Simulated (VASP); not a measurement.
# GeH4 in VASP: a series of runs

Aim: see how the results for GeH4 move with the level of theory and the settings. Levels: PBEsol, revPBE+D3(BJ). Tasks: single point.

Program: VASP 6.6.1. These are calculated values, not measurements. Logs are shortened: lines on timing, memory, paths and dates and some standing lists are left out, and cuts for length are marked.

## (1) The cell of the first run

The cell holds a molecule in a box, 5 atoms: a = 12.801 Å, b = 13.301 Å, c = 13.801 Å, α = 90.00°, β = 90.00°, γ = 90.00°.

## (2) Single point, PBEsol

The input, INCAR:

```
SYSTEM = GeH4
  PREC = Accurate
  ENCUT = 410
  EDIFF = 1E-6
  ISMEAR = 0
  SIGMA = 0.005
  LREAL = .FALSE.
  LASPH = .TRUE.
  NELM = 120
  ALGO = Normal
  ISIF = 2
  LWAVE = .FALSE.
  LCHARG = .FALSE.
  GGA = PS
  NBANDS = 17
  GGA_COMPAT = .FALSE.
  NELMDL = -8
```

The input, KPOINTS:

```
regular mesh
0
G
  1 1 1
  0 0 0
```

The input, POSCAR:

```
GeH4
1.0
   12.8008860920      0.0000000000      0.0000000000
    0.0000000000     13.3008860920      0.0000000000
    0.0000000000      0.0000000000     13.8008860920
Ge H
1 4
Direct
    0.5028834600      0.5048254300      0.5007971300
    0.4043882200      0.4687416400      0.4477781800
    0.4778818700      0.5208524400      0.6084536300
    0.5892351000      0.4254650000      0.4907398800
    0.5399697300      0.6042839600      0.4561361000
```

Potentials or basis: VASP PAW PBE potentials, release 64 (Ge_d, H).

Command:

```console
$ cat potpaw_PBE.64/Ge_d/POTCAR potpaw_PBE.64/H/POTCAR > POTCAR
$ mpirun -np 1 vasp_gam > vasp.out
```

OUTCAR:

```text
SYSTEM = GeH4
   PREC = Accurate
   ENCUT = 410
   EDIFF = 1E-6
   ISMEAR = 0
   LREAL = .FALSE.
   LASPH = .TRUE.
   NELM = 120
   ISIF = 2
   GGA = PS
   NELMDL = -8

 ion  position               nearest neighbor table
   1  0.503  0.505  0.501-   5 1.53   3 1.53   4 1.53   2 1.53
   2  0.404  0.469  0.448-   1 1.53
   3  0.478  0.521  0.608-   1 1.53
   4  0.589  0.425  0.491-   1 1.53
   5  0.540  0.604  0.456-   1 1.53

  LATTYP: Found a simple orthorhombic cell.
 ALAT       =    12.8008860920
 B/A-ratio  =     1.0390597960
 C/A-ratio  =     1.0781195921

  Lattice vectors:

 A1 = (  12.8008860920,   0.0000000000,   0.0000000000)
 A2 = (   0.0000000000,  13.3008860920,   0.0000000000)
 A3 = (   0.0000000000,   0.0000000000,  13.8008860920)

Analysis of symmetry for initial positions (statically):
=====================================================================
 Subroutine PRICEL returns:
 Original cell was already a primitive cell.

 Routine SETGRP: Setting up the symmetry group for a
 simple orthorhombic supercell.

 Subroutine GETGRP returns: Found  1 space group operations
 (whereof  1 operations were pure point group operations)
 out of a pool of  8 trial point group operations.

The static configuration has the point symmetry C_1 .

Analysis of symmetry for dynamics (positions and initial velocities):
=====================================================================
 Subroutine PRICEL returns:
 Original cell was already a primitive cell.

 Routine SETGRP: Setting up the symmetry group for a
 simple orthorhombic supercell.

 Subroutine GETGRP returns: Found  1 space group operations
 (whereof  1 operations were pure point group operations)
 out of a pool of  8 trial point group operations.

The dynamic configuration has the point symmetry C_1 .

 Subroutine INISYM returns: Found  1 space group operations
 (whereof  1 operations are pure point group operations),
 and found     1 'primitive' translations

----------------------------------------------------------------------------------------

                                     Primitive cell

  volume of cell :    2349.7820

  direct lattice vectors                    reciprocal lattice vectors
    12.800886092  0.000000000  0.000000000     0.078119592  0.000000000  0.000000000
     0.000000000 13.300886092  0.000000000     0.000000000  0.075182961  0.000000000
     0.000000000  0.000000000 13.800886092     0.000000000  0.000000000  0.072459116

  length of vectors
    12.800886092 13.300886092 13.800886092     0.078119592  0.075182961  0.072459116

  position of ions in fractional coordinates (direct lattice)
     0.502883460  0.504825430  0.500797130
     0.404388220  0.468741640  0.447778180
     0.477881870  0.520852440  0.608453630
     0.589235100  0.425465000  0.490739880
     0.539969730  0.604283960  0.456136100

  ion indices of the primitive-cell ions
   primitive index   ion index
                 1           1
                 2           2
                 3           3
                 4           4
                 5           5

----------------------------------------------------------------------------------------

 KPOINTS: regular mesh

Automatic generation of k-mesh.
 Grid dimensions read from file:
 generate k-points for:    1    1    1

 Generating k-lattice:

  Cartesian coordinates                     Fractional coordinates (reciprocal lattice)
     0.078119592  0.000000000  0.000000000     1.000000000  0.000000000  0.000000000
     0.000000000  0.075182961  0.000000000     0.000000000  1.000000000  0.000000000
     0.000000000  0.000000000  0.072459116     0.000000000  0.000000000  1.000000000

  Length of vectors
     0.078119592  0.075182961  0.072459116

  Shift w.r.t. Gamma in fractional coordinates (k-lattice)
     0.000000000  0.000000000  0.000000000

 Subroutine IBZKPT returns following result:
 ===========================================

 Found      1 irreducible k-points:

 Following reciprocal coordinates:
            Coordinates               Weight
  0.000000  0.000000  0.000000      1.000000
   k-points           NKPTS =      1   k-points in BZ     NKDIM =      1   number of bands    NBANDS=     17
   number of dos      NEDOS =    301   number of ions     NIONS =      5
   total plane-waves  NPLWV = 777600
   dimension x,y,z NGX =    90 NGY =   90 NGZ =   96
   dimension x,y,z NGXF=   180 NGYF=  180 NGZF=  192
   ions per type =               1   4
   NGX,Y,Z   is equivalent  to a cutoff of  11.69, 11.25, 11.56 a.u.
   NGXF,Y,Z  is equivalent  to a cutoff of  23.38, 22.50, 23.13 a.u.
 SYSTEM =  GeH4
   PREC   = accura    normal or accurate (medium, high low for compatibility)
   ISTART =      0    job   : 0-new  1-cont  2-samecut
   ICHARG =      2    charge: 1-file 2-atom 10-const
   ISPIN  =      1    spin polarized calculation?
   LNONCOLLINEAR =      F non collinear calculations
   LSORBIT =      F    spin-orbit coupling
   LASPH  =      T    aspherical Exc in radial PAW
   ENCUT  =  410.0 eV  30.13 Ry    5.49 a.u.  21.13 21.96 22.79*2*pi/ulx,y,z
   NELM   =    120;   NELMIN=  2; NELMDL= -8     # of ELM steps
   EDIFF  = 0.1E-05   stopping-criterion for ELM
   LREAL  =      F    real-space projection
[... 7 lines left out ...]
   TEBEG  =    0.0;   TEEND  =   0.0 temperature during run
   PSTRESS=    0.0 pullay stress
   NELECT =      18.0000    total number of electrons
   NUPDOWN=      -1.0000    fix difference up-down
   EMIN   =  10.00;   EMAX   =-10.00  energy-range for DOS
   EFERMI =   0.00;   METHOD = LEGACY
   ISMEAR =     0;   SIGMA  =   0.01  broadening in eV -4-tet -1-fermi 0-gaus
   EFERMI_NEDOS =   21; number of points for ismear=-14 and -15
   IALGO  =     38    algorithm
   IMIX   =      4    mixing-type and parameters
     AMIX     =   0.40;   BMIX     =  1.00
     AMIX_MAG =   1.60;   BMIX_MAG =  1.00
  volume/ion in A,a.u.               =     469.96      3171.42
  Fermi-wavevector in a.u.,A,eV,Ry     =   0.322718  0.609849  1.417004  0.104147
  Thomas-Fermi vector in A             =   1.211338
   LORBIT       =      0    0 simple, 1 ext, 2 COOP (PROOUT), +10 PAW based schemes
   GGA     = PS    functional components
   LHFCALC =     F    Hartree Fock is set to
   AEXX    =    0.0000 exact exchange contribution
   IVDW    =     0    specifies the selected vdW correction
   LEPSILON=     F    determine dielectric tensor
   LRPA    =     F    only Hartree local field effects (RPA)
 non-spin polarized calculation
 Gauss-broadening in eV      SIGMA  =   0.01
  energy-cutoff  :      410.00
  volume of cell :     2349.78
 maximum number of plane-waves:     22125
 NGX is ok and might be reduce to    90
   NGX = 43   NGY = 43   NGZ = 45

 number of electron      18.0000006 magnetization

 Free energy of the ion-electron system (eV)
  ---------------------------------------------------
  ext. energy  EPLUGINS =         0.00000000
  ---------------------------------------------------
  free energy    TOTEN  =       -17.41304094 eV

  energy without entropy =      -17.41304094  energy(sigma->0) =      -17.41304094

 E-fermi :  -8.0452     XC(G=0):  -0.4416

 val. band max:       -8.1430029315   @ k =   0.0000   0.0000   0.0000
 cond. band min:      -0.6601349371   @ k =   0.0000   0.0000   0.0000
 fundamental gap:      7.4828679944
 Fermi energy:        -8.0451932438

 k-point     1 :       0.0000    0.0000    0.0000
  band No.  band energies     occupation
      1     -28.4013      2.00000
      2     -28.4012      2.00000
      3     -28.4012      2.00000
      4     -28.3242      2.00000
      5     -28.3241      2.00000
      6     -14.0384      2.00000
[... 9 lines left out ...]
     16       0.6670      0.00000
     17       0.7239      0.00000

------------------------ aborting loop because EDIFF is reached ----------------------------------------

  FORCE on cell =-STRESS in cart. coord.  units (eV):
  Direction    XX          YY          ZZ          XY          YZ          ZX
  --------------------------------------------------------------------------------------
  -------------------------------------------------------------------------------------
  Total       -0.3931757     -0.3937736     -0.3994792      0.0028211      0.0012895     -0.0016938
  in kB       -0.2680832     -0.2684909     -0.2723812      0.0019236      0.0008792     -0.0011549
  external PRESSURE =      -0.2696518 kB  Pullay stress =       0.0000000 kB

 VOLUME and BASIS-vectors are now :
 -----------------------------------------------------------------------------
  energy-cutoff  :      410.00
  volume of cell :     2349.78
      direct lattice vectors                 reciprocal lattice vectors
    12.800886092  0.000000000  0.000000000     0.078119592  0.000000000  0.000000000
     0.000000000 13.300886092  0.000000000     0.000000000  0.075182961  0.000000000
     0.000000000  0.000000000 13.800886092     0.000000000  0.000000000  0.072459116

 POSITION                                       TOTAL-FORCE (eV/Angst)
 -----------------------------------------------------------------------------------
      6.43735      6.71463      6.91144        -0.001693      0.001294     -0.001522
      5.17653      6.23468      6.17974         0.065433      0.023015      0.039463
      6.11731      6.92780      8.39720         0.016080     -0.010982     -0.077466
      7.54273      5.65906      6.77265        -0.057334      0.055132      0.006444
      6.91209      8.03751      6.29508        -0.022487     -0.068458      0.033081
 -----------------------------------------------------------------------------------
    total drift:                               -0.000028      0.000860      0.000927

  FREE ENERGIE OF THE ION-ELECTRON SYSTEM (eV)
  ---------------------------------------------------
  free  energy   TOTEN  =       -17.4130409380 eV

  energy  without entropy=      -17.4130409380  energy(sigma->0) =      -17.41304094
```

It took 3 min on 1 thread of AMD EPYC 7R13 (Zen 3), shared host; peak memory 1.2 GiB.

What came out:

| Quantity | Value |
| --- | --- |
| Free energy | -17.4130 eV |
| Largest force | 0.080 eV/Å |
| Gap between the frontier levels | 7.48 eV |

Forces in eV/Å, atoms in the order of the input:
```
Ge  -0.002  0.001 -0.002
H    0.065  0.023  0.039
H    0.016 -0.011 -0.077
H   -0.057  0.055  0.006
H   -0.022 -0.068  0.033
```

Caveat: the PAW data sets were made with another functional, which shifts forces and pressure a little.

## (3) Single point, revPBE+D3(BJ)

The input, INCAR:

```
SYSTEM = GeH4
ALGO = Normal ; EDIFF = 1E-6
ENCUT = 410 ; GGA = RE
GGA_COMPAT = .False. ; ISIF = 2
ISMEAR = 0 ; IVDW = 12
LASPH = .True. ; LCHARG = .False.
LREAL = .False. ; LWAVE = .False.
NBANDS = 17 ; NELM = 120
NELMDL = -8 ; PREC = Accurate
SIGMA = 0.005
```

The input, KPOINTS:

```
k-points
0
Gamma
  1 1 1
  0 0 0
```

POSCAR is that of step 2.

Potentials or basis: VASP PAW PBE potentials, release 64 (Ge_d, H).

Command:

```console
$ cat potpaw_PBE.64/Ge_d/POTCAR potpaw_PBE.64/H/POTCAR > POTCAR
$ mpirun -np 1 vasp_gam > vasp.out
```

Run time: 2.9 min. Hardware: 1 thread of AMD EPYC 7R13 (Zen 3), shared host; peak memory 1.2 GiB.

Results (log left out):

```yaml
Free_energy: -17.7853 eV
Largest_force: 0.016 eV/Å
Gap_between_the_frontier_levels: 7.44 eV
Dispersion_energy_per_atom: -0.025 eV
```

Forces in eV/Å, atoms in the order of the input:
```
Ge  -0.002  0.001 -0.002
H   -0.013 -0.007 -0.006
H   -0.004  0.002  0.014
H    0.011 -0.010 -0.002
H    0.007  0.013 -0.005
```

Levels at points of the mesh, in eV from the valence-band top:
| k point | band 6 | band 7 | band 8 | band 9 | band 10 | band 11 | band 12 | band 13 |
| --- | --- | --- | --- | --- | --- | --- | --- | --- |
| (0.00, 0.00, 0.00) | -5.80 | 0.00 | 0.00 | 0.00 | 7.44 | 8.42 | 8.44 | 8.47 |

Caveat: the PAW data sets were made with another functional, which shifts forces and pressure a little.
